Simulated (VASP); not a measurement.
# TeS2 (P6/mmm) in VASP: further runs

Runs on TeS2. Level: PBE. Tasks: single point, relaxation of cell and atoms.

Program: VASP 6.6.1. These are calculated values, not measurements. Logs are shortened: lines on timing, memory, paths and dates and some standing lists are left out, and cuts for length are marked.

**1. The cell of the first run**

It takes space group P6/mmm (No. 191, hexagonal). Conventional cell: a = 4.500 Å, b = 4.500 Å, c = 3.475 Å, α = 90.00°, β = 90.00°, γ = 120.00°. Within 4.1 Å of Te (site symmetry 6/mmm) lie 12 S at 3.13 Å and 2 Te at 3.47 Å. S (site symmetry -6m2) has 5 S at 2.60 to 3.47 Å and 6 Te at 3.13 Å within 3.5 Å.

**2. Single point, PBE**

Input file INCAR:

```
ALGO = Normal
EDIFF = 1E-7
ENCUT = 520
GGA = PE
ISIF = 2
ISMEAR = 0
LASPH = T
LCHARG = T
LELF = T
LREAL = F
LVHAR = T
LWAVE = F
NBANDS = 16
NELM = 100
PREC = Accurate
SIGMA = 0.1
```

Input file KPOINTS:

```
k-points
0
Gamma
  12 12 14
```

Input file POSCAR:

```
TeS2
1.0
    4.4999913913      0.0000000000      0.0000000000
   -2.2499956957      3.8971068617      0.0000000000
    0.0000000000      0.0000000000      3.4746428346
Te S
1 2
Direct
    0.0000000000      0.0000000000      0.0000000000
    0.3333333333      0.6666666667      0.5000000000
    0.6666666667      0.3333333333      0.5000000000
```

Potentials or basis: VASP PAW PBE potentials, release 64 (Te, S).

On the command line:

```sh
$ cat potpaw_PBE.64/Te/POTCAR potpaw_PBE.64/S/POTCAR > POTCAR
$ mpirun -np 1 vasp_std > vasp.out
```

OUTCAR:

```text
EDIFF = 1E-7
   ENCUT = 520
   GGA = PE
   ISIF = 2
   ISMEAR = 0
   LASPH = T
   LREAL = F
   NELM = 100
   PREC = Accurate

 ion  position               nearest neighbor table
   1  0.000  0.000  0.000-   2 3.13   3 3.13   2 3.13   3 3.13   3 3.13   3 3.13   2 3.13   2 3.13
                             3 3.13   3 3.13   2 3.13   2 3.13
   2  0.333  0.667  0.500-   3 2.60   3 2.60   3 2.60   1 3.13   1 3.13   1 3.13   1 3.13   1 3.13
                             1 3.13
   3  0.667  0.333  0.500-   2 2.60   2 2.60   2 2.60   1 3.13   1 3.13   1 3.13   1 3.13   1 3.13
                             1 3.13

  LATTYP: Found a hexagonal cell.
 ALAT       =     4.4999913913
 C/A-ratio  =     0.7721443293

  Lattice vectors:

 A1 = (   4.4999913913,   0.0000000000,   0.0000000000)
 A2 = (  -2.2499956957,   3.8971068617,   0.0000000000)
 A3 = (   0.0000000000,   0.0000000000,   3.4746428346)

Analysis of symmetry for initial positions (statically):
=====================================================================
 Subroutine PRICEL returns:
 Original cell was already a primitive cell.

 Routine SETGRP: Setting up the symmetry group for a
 hexagonal supercell.

 Subroutine GETGRP returns: Found 24 space group operations
 (whereof 24 operations were pure point group operations)
 out of a pool of 24 trial point group operations.

The static configuration has the point symmetry D_6h.

Analysis of symmetry for dynamics (positions and initial velocities):
=====================================================================
 Subroutine PRICEL returns:
 Original cell was already a primitive cell.

 Routine SETGRP: Setting up the symmetry group for a
 hexagonal supercell.

 Subroutine GETGRP returns: Found 24 space group operations
 (whereof 24 operations were pure point group operations)
 out of a pool of 24 trial point group operations.

The dynamic configuration has the point symmetry D_6h.

 Subroutine INISYM returns: Found 24 space group operations
 (whereof 24 operations are pure point group operations),
 and found     1 'primitive' translations

----------------------------------------------------------------------------------------

                                     Primitive cell

  volume of cell :      60.9346

  direct lattice vectors                    reciprocal lattice vectors
     4.499991391  0.000000000  0.000000000     0.222222647  0.128300305  0.000000000
    -2.249995696  3.897106862  0.000000000     0.000000000  0.256600611  0.000000000
     0.000000000  0.000000000  3.474642835     0.000000000  0.000000000  0.287799365

  length of vectors
     4.499991391  4.499991391  3.474642835     0.256600611  0.256600611  0.287799365

  position of ions in fractional coordinates (direct lattice)
     0.000000000  0.000000000  0.000000000
     0.333333333  0.666666667  0.500000000
     0.666666667  0.333333333  0.500000000

  ion indices of the primitive-cell ions
   primitive index   ion index
                 1           1
                 2           2
                 3           3

----------------------------------------------------------------------------------------

 KPOINTS: k-points

Automatic generation of k-mesh.
 Grid dimensions read from file:
 generate k-points for:   12   12   14

 Generating k-lattice:

  Cartesian coordinates                     Fractional coordinates (reciprocal lattice)
     0.018518554  0.010691692  0.000000000     0.083333333  0.000000000  0.000000000
     0.000000000  0.021383384  0.000000000     0.000000000  0.083333333  0.000000000
     0.000000000  0.000000000  0.020557097     0.000000000  0.000000000  0.071428571

  Length of vectors
     0.021383384  0.021383384  0.020557097

  Shift w.r.t. Gamma in fractional coordinates (k-lattice)
     0.000000000  0.000000000  0.000000000

 Subroutine IBZKPT returns following result:
 ===========================================

 Found    152 irreducible k-points:

 Following reciprocal coordinates:
            Coordinates               Weight
  0.000000  0.000000  0.000000      1.000000
  0.083333 -0.000000  0.000000      6.000000
  0.166667 -0.000000  0.000000      6.000000
  0.250000 -0.000000  0.000000      6.000000
  0.333333 -0.000000  0.000000      6.000000
  0.416667 -0.000000  0.000000      6.000000
[... 16 lines left out ...]
  0.250000 -0.000000  0.071429     12.000000
  0.333333 -0.000000  0.071429     12.000000
 [... further k-points ...]
   k-points           NKPTS =    152   k-points in BZ     NKDIM =    152   number of bands    NBANDS=     16
   number of dos      NEDOS =    301   number of ions     NIONS =      3
   total plane-waves  NPLWV =  36288
   dimension x,y,z NGX =    36 NGY =   36 NGZ =   28
   dimension x,y,z NGXF=    72 NGYF=   72 NGZF=   56
   ions per type =               1   2
   NGX,Y,Z   is equivalent  to a cutoff of  13.30, 13.30, 13.40 a.u.
   NGXF,Y,Z  is equivalent  to a cutoff of  26.60, 26.60, 26.79 a.u.
 SYSTEM =  unknown system
   PREC   = accura    normal or accurate (medium, high low for compatibility)
   ISTART =      0    job   : 0-new  1-cont  2-samecut
   ICHARG =      2    charge: 1-file 2-atom 10-const
   ISPIN  =      1    spin polarized calculation?
   LNONCOLLINEAR =      F non collinear calculations
   LSORBIT =      F    spin-orbit coupling
   LASPH  =      T    aspherical Exc in radial PAW
   ENCUT  =  520.0 eV  38.22 Ry    6.18 a.u.   8.37  8.37  6.46*2*pi/ulx,y,z
   NELM   =    100;   NELMIN=  2; NELMDL= -5     # of ELM steps
   EDIFF  = 0.1E-06   stopping-criterion for ELM
   LREAL  =      F    real-space projection
   EDIFFG = 0.1E-05   stopping-criterion for IOM
   NSW    =      0    number of steps for IOM
   IBRION =     -1    ionic relax: 0-MD 1-quasi-New 2-CG
   NFREE  =      0    steps in history (QN), initial steepest desc. (CG)
   ISIF   =      2    stress and relaxation
   ISYM   =      2    0-nonsym 1-usesym 2-fastsym
   POTIM  = 0.5000    time-step for ionic-motion
   TEBEG  =    0.0;   TEEND  =   0.0 temperature during run
   PSTRESS=    0.0 pullay stress
   NELECT =      18.0000    total number of electrons
   NUPDOWN=      -1.0000    fix difference up-down
   EMIN   =  10.00;   EMAX   =-10.00  energy-range for DOS
   EFERMI =   0.00;   METHOD = LEGACY
   ISMEAR =     0;   SIGMA  =   0.10  broadening in eV -4-tet -1-fermi 0-gaus
   EFERMI_NEDOS =   21; number of points for ismear=-14 and -15
   IALGO  =     38    algorithm
   IMIX   =      4    mixing-type and parameters
     AMIX     =   0.40;   BMIX     =  1.00
     AMIX_MAG =   1.60;   BMIX_MAG =  1.00
  volume/ion in A,a.u.               =      20.31       137.07
  Fermi-wavevector in a.u.,A,eV,Ry     =   1.090296  2.060360 16.173852  1.188745
  Thomas-Fermi vector in A             =   2.226517
   LORBIT       =      0    0 simple, 1 ext, 2 COOP (PROOUT), +10 PAW based schemes
   GGA     = PE    functional components
   LHFCALC =     F    Hartree Fock is set to
   AEXX    =    0.0000 exact exchange contribution
   IVDW    =     0    specifies the selected vdW correction
   LEPSILON=     F    determine dielectric tensor
   LRPA    =     F    only Hartree local field effects (RPA)
 non-spin polarized calculation
 Gauss-broadening in eV      SIGMA  =   0.10
  energy-cutoff  :      520.00
  volume of cell :       60.93
 maximum number of plane-waves:      1680
 NGX is ok and might be reduce to    36
   NGX = 17   NGY = 17   NGZ = 13

 number of electron      18.0000003 magnetization

 Free energy of the ion-electron system (eV)
  ---------------------------------------------------
  ext. energy  EPLUGINS =         0.00000000
  ---------------------------------------------------
  free energy    TOTEN  =        -9.10068273 eV

  energy without entropy =       -9.09219090  energy(sigma->0) =       -9.09643681

 E-fermi :   7.5694     XC(G=0): -10.5503

 val. band max:        7.5557632196   @ k =   0.2500   0.1667   0.2143
 cond. band min:       7.5704169733   @ k =   0.3333   0.1667   0.3571
 fundamental gap:      0.0146537537
 Fermi energy:         7.5694304035

 k-point     1 :       0.0000    0.0000    0.0000
  band No.  band energies     occupation
      1      -8.2927      2.00000
      2      -3.0127      2.00000
      3      -2.3923      2.00000
      4       2.4727      2.00000
      5       2.4727      2.00000
      6       3.6213      2.00000
[... 8 lines left out ...]
     15      17.3431      0.00000
     16      17.9017      0.00000

 k-point     2 :       0.0833   -0.0000    0.0000
  band No.  band energies     occupation
      1      -8.2344      2.00000
      2      -3.1474      2.00000
      3      -2.4898      2.00000
      4       2.2036      2.00000
      5       2.3895      2.00000
      6       3.9876      2.00000
[... 8 lines left out ...]
     15      17.0606      0.00000
     16      17.1458      0.00000

 k-point     3 :       0.1667   -0.0000    0.0000
  band No.  band energies     occupation
      1      -8.0607      2.00000
      2      -3.5277      2.00000
      3      -2.7419      2.00000
      4       1.7683      2.00000
      5       2.5057      2.00000
      6       4.4231      2.00000
[... 8 lines left out ...]
     15      16.5288      0.00000
     16      17.1466      0.00000

 k-point     4 :       0.2500   -0.0000    0.0000
  band No.  band energies     occupation
      1      -7.7746      2.00000
      2      -4.1074      2.00000
      3      -3.0237      2.00000
      4       1.3877      2.00000
      5       2.9626      2.00000
      6       4.6931      2.00000
[... 8 lines left out ...]
     15      16.1369      0.00000
     16      16.9283      0.00000
[... 324 lines left out ...]
 k-point    22 :       0.1667   -0.0000    0.0714
  band No.  band energies     occupation
      1      -8.0195      2.00000
      2      -3.5076      2.00000
      3      -2.7585      2.00000
      4       1.8060      2.00000
      5       2.4993      2.00000
      6       4.1817      2.00000
[... 8 lines left out ...]
     15      16.0821      0.00000
     16      17.2912      0.00000

 k-point    23 :       0.2500   -0.0000    0.0714
  band No.  band energies     occupation
      1      -7.7346      2.00000
      2      -4.0842      2.00000
      3      -3.0227      2.00000
      4       1.4292      2.00000
      5       2.8958      2.00000
      6       4.5170      2.00000
[... 8 lines left out ...]
     15      15.7901      0.00000
     16      17.1788      0.00000

 k-point    24 :       0.3333   -0.0000    0.0714
  band No.  band energies     occupation
      1      -7.3459      2.00000
      2      -4.7653      2.00000
      3      -3.2335      2.00000
      4       1.1484      2.00000
      5       3.5174      2.00000
      6       4.9579      2.00000
[... 8 lines left out ...]
     15      15.4397      0.00000
     16      16.6844      0.00000

 [... further k-points ...]
[... 5 lines left out ...]
  --------------------------------------------------------------------------------------
  -------------------------------------------------------------------------------------
  Total       -0.0721671     -0.0721671     -0.0731873      0.0000000      0.0000000      0.0000000
  in kB       -1.8975175     -1.8975175     -1.9243405      0.0000000      0.0000000      0.0000000
  external PRESSURE =      -1.9064585 kB  Pullay stress =       0.0000000 kB

 VOLUME and BASIS-vectors are now :
 -----------------------------------------------------------------------------
  energy-cutoff  :      520.00
  volume of cell :       60.93
      direct lattice vectors                 reciprocal lattice vectors
     4.499991391  0.000000000  0.000000000     0.222222647  0.128300305  0.000000000
    -2.249995696  3.897106862  0.000000000     0.000000000  0.256600611  0.000000000
     0.000000000  0.000000000  3.474642835     0.000000000  0.000000000  0.287799365

 POSITION                                       TOTAL-FORCE (eV/Angst)
 -----------------------------------------------------------------------------------
      0.00000      0.00000      0.00000         0.000000      0.000000      0.000000
     -0.00000      2.59807      1.73732         0.000000      0.000000      0.000000
      2.25000      1.29904      1.73732        -0.000000     -0.000000     -0.000000
 -----------------------------------------------------------------------------------
    total drift:                                0.000000     -0.000000     -0.000000

  FREE ENERGIE OF THE ION-ELECTRON SYSTEM (eV)
  ---------------------------------------------------
  free  energy   TOTEN  =        -9.1006827256 eV

  energy  without entropy=       -9.0921908997  energy(sigma->0) =       -9.09643681
```

Run time: 3.1 min. Hardware: 1 thread of Intel Xeon Platinum 8259CL at 2.50GHz (Skylake/Cascade Lake), shared host; peak memory 0.28 GiB.

What came out:

```
Free energy            : -9.1007 eV
Pressure               : -0.2 GPa
Band gap on the k mesh : zero (bands 9 and 10 overlap by 2.19 eV)
```

Caveat: spin-orbit coupling is left out, which moves the levels of the heavy elements.

**3. Single point, PBE**

Input file INCAR:

```
PREC = Accurate ; ENCUT = 520
EDIFF = 1E-6 ; ISMEAR = 0
SIGMA = 0.1 ; LREAL = F
LASPH = T ; NELM = 100
ALGO = Normal ; ISIF = 2
LWAVE = F ; LCHARG = F
GGA = PE ; NBANDS = 16
```

Input file KPOINTS:

```
Automatic mesh
0
Gamma
  12 12 10
```

Input file POSCAR:

```
TeS2
1.0
    4.5039712216      0.0000000000      0.0000000000
   -2.2519856108      3.9005534959      0.0000000000
    0.0000000000      0.0000000000      3.4665642596
Te S
1 2
Direct
    0.0000000000      0.0000000000      0.0000000000
    0.3333333333      0.6666666667      0.5000000000
    0.6666666667      0.3333333333      0.5000000000
```

Potentials or basis: VASP PAW PBE potentials, release 64 (Te, S).

On the command line:

```sh
$ cat potpaw_PBE.64/Te/POTCAR potpaw_PBE.64/S/POTCAR > POTCAR
$ mpirun -np 1 vasp_std > vasp.out
```

It took 1.7 min on 1 thread of Intel Xeon Platinum 8259CL at 2.50GHz (Skylake/Cascade Lake), shared host; peak memory 0.24 GiB.

It converged, with:

```yaml
Free_energy: -9.0960 eV
Pressure: -0.2 GPa
Band_gap_on_the_k_mesh: zero (bands 9 and 10 overlap by 2.18 eV)
```

Levels at points of the mesh, in eV from the Fermi level:
```
           k point  band 5  band 6  band 7  band 8  band 9  band 10  band 11  band 12  band 13  band 14
(0.00, 0.00, 0.00)   -5.09   -3.96   -3.96   -3.33    0.50     2.68     3.37     3.37     3.44     9.81
(0.50, 0.00, 0.00)   -2.31   -1.75   -1.59   -1.22    0.57     0.71     0.86     1.20     5.38     7.65
(0.00, 0.00, 0.50)   -4.59   -3.25   -2.85   -1.67   -1.27    -1.27    -1.10    -1.10     4.59     4.59
(0.50, 0.00, 0.50)   -5.89   -5.40   -3.04   -1.84    0.19     0.20     1.27     2.43     7.05     8.92
```

Caveat: spin-orbit coupling is left out, which moves the levels of the heavy elements.

**4. Relaxation of cell and atoms, PBE**

This run uses another cell than the first one, of 23.44 Å³/atom.

Input file INCAR:

```
  ALGO = Normal
  EDIFF = 1E-6
  EDIFFG = -0.01
  ENCUT = 600
  GGA = PE
  IBRION = 2
  ISIF = 3
  ISMEAR = 0
  LASPH = T
  LCHARG = F
  LREAL = F
  LWAVE = F
  NELM = 60
  NSW = 100
  PREC = Accurate
  SIGMA = 0.1
```

Input file KPOINTS:

```
k-points
0
Gamma
  12 12 10
```

Input file POSCAR:

```
TeS2
1.0
    4.2207390144      0.0000000000      0.0000000000
   -2.1103695072      3.6552672092      0.0000000000
    0.0000000000      0.0000000000      4.5572763444
Te S
1 2
Direct
    0.0000000000      0.0000000000      0.0000000000
    0.3333333333      0.6666666667      0.5000000000
    0.6666666667      0.3333333333      0.5000000000
```

On the command line:

```sh
$ cat potpaw_PBE.64/Te/POTCAR potpaw_PBE.64/S/POTCAR > POTCAR
$ mpirun -np 1 vasp_std > vasp.out
```

It took 13 min on 1 thread of Intel Xeon Platinum 8259CL at 2.50GHz (Skylake/Cascade Lake), shared host; peak memory 0.3 GiB.

The run converged. Its results:

```yaml
Free_energy: -9.0963 eV
Relaxed_volume: 20.25 Å³/atom
Relaxed_cell: a = 4.499 Å, b = 4.499 Å, c = 3.466 Å, α = 90.00°, β = 90.00°, γ = 120.00°
Space_group_after_relaxing_to_0.1_Å: P6/mmm (No. 191)
Energy_gained_by_relaxing: 175.2 meV/atom
Ionic_steps: 12
Pressure_after_relaxing: 0.0 GPa
Band_gap_on_the_k_mesh: zero (bands 9 and 10 overlap by 2.18 eV)
```

Stress tensor (GPa, compression positive):
```
 0.08  0.00  0.00
 0.00  0.08  0.00
 0.00  0.00 -0.06
```

The path:
| step | energy change (eV) | largest force (eV/Å) | pressure (GPa) | volume (Å³) |
| --- | --- | --- | --- | --- |
| 1 | 0.0000 | 0.0000 | -2.88 | 70.31 |
| 2 | -0.1307 | 0.0000 | -0.64 | 66.06 |
| 3 | -0.1911 | 0.0000 | 2.18 | 62.50 |
| 4 | -0.1980 | 0.0000 | 3.79 | 60.90 |
| 5 | -0.2817 | 0.0000 | 3.65 | 60.62 |
| 6 | -0.4862 | 0.0000 | 2.83 | 59.27 |
| 7 | 0.1284 | 0.0000 | 10.34 | 54.10 |
| 8 | -0.4960 | 0.0000 | 2.75 | 58.15 |
| 9 | -0.5084 | 0.0000 | 2.68 | 58.64 |
| 10 | -0.5081 | 0.0000 | 2.68 | 58.53 |
| 11 | -0.5255 | 0.0000 | -0.05 | 60.83 |
| 12 | -0.5256 | 0.0000 | 0.03 | 60.76 |

Final structure:
```
Te S
1.0
     4.49912    0.00000    0.00000
    -2.24956    3.89635    0.00000
     0.00000    0.00000    3.46580
Te S
1 2
Direct
  0.00000 0.00000 0.00000
  0.33333 0.66667 0.50000
  0.66667 0.33333 0.50000
```

Levels at points of the mesh, in eV from the Fermi level:
```csv
k point,band 5,band 6,band 7,band 8,band 9,band 10,band 11,band 12,band 13
"(0.00, 0.00, 0.00)",-5.11,-3.97,-3.97,-3.35,0.50,2.69,3.38,3.38,3.43
"(0.50, 0.00, 0.00)",-2.31,-1.77,-1.59,-1.23,0.57,0.71,0.87,1.20,5.37
"(0.00, 0.00, 0.50)",-4.60,-3.25,-2.85,-1.67,-1.27,-1.27,-1.10,-1.10,4.58
"(0.50, 0.00, 0.50)",-5.90,-5.42,-3.05,-1.85,0.20,0.20,1.27,2.44,7.04
```

Caveat: a cell axis changed by over 15 % at a fixed basis, so the end point is rough; spin-orbit coupling is left out, which moves the levels of the heavy elements.

**5. Overview**

| task | cell | k mesh | cutoff (eV) | gap on the mesh (eV) | pressure (GPa) |
| --- | --- | --- | --- | --- | --- |
| single point | a = 4.500, b = 4.500, c = 3.475 Å, angles 90.0, 90.0, 120.0°, 3 atoms | 12 × 12 × 14 | 520 | none | -0.2 |
| single point | a = 4.504, b = 4.504, c = 3.467 Å, angles 90.0, 90.0, 120.0°, 3 atoms | 12 × 12 × 10 | 520 | none | -0.2 |
| relaxation of cell and atoms | relaxed from a = 4.221, b = 4.221, c = 4.557 Å, angles 90.0, 90.0, 120.0°, 3 atoms | 12 × 12 × 10 | 600 | none | 0.0 |

Alike in all rows: level PBE; potentials or basis VASP PAW PBE potentials, release 64 (Te, S); no spin polarisation; smearing gaussian 0.1 eV.

Caveats: spin-orbit coupling is left out, which moves the levels of the heavy elements; a cell axis changed by over 15 % at a fixed basis, so the end point is rough (at least some runs).

Total energies depend on the potentials used, so only differences within one code and one set of settings carry meaning.
